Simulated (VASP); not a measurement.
Here is a VASP 6.6.1 calculation.

Contents of INCAR:

```
PREC = Accurate ; ENCUT = 520
EDIFF = 1E-7 ; ISMEAR = 0
SIGMA = 0.01 ; LREAL = False
LASPH = True ; NELM = 60
ALGO = Normal ; ISIF = 2
LWAVE = False ; LCHARG = False
GGA = CA ; NBANDS = 11
```

File KPOINTS:

```
regular mesh
0
Gamma
  12 12 12
```

The input POSCAR:

```
C
1.0
    1.7537815652      1.7537815652      0.0000000000
   -1.7537815652      1.7537815652      0.0000000000
    0.0000000000      1.7537815652      1.7537815652
C
2
Direct
    0.5000000000      0.5000000000      0.0000000000
    0.7500000000      0.2500000000      0.5000000000
```

Potentials or basis: VASP PAW LDA potentials, release 64 (C).

The run is started by

```bash
$ cat potpaw_LDA.64/C/POTCAR > POTCAR
$ mpirun -np 1 vasp_std > vasp.out
```

(1) Predict the pressure.

(2) What does it give for the band gap on the k mesh?

## Answers

(1) 11.7 GPa.

(2) 4.25 eV, indirect (least direct gap 5.68 eV).
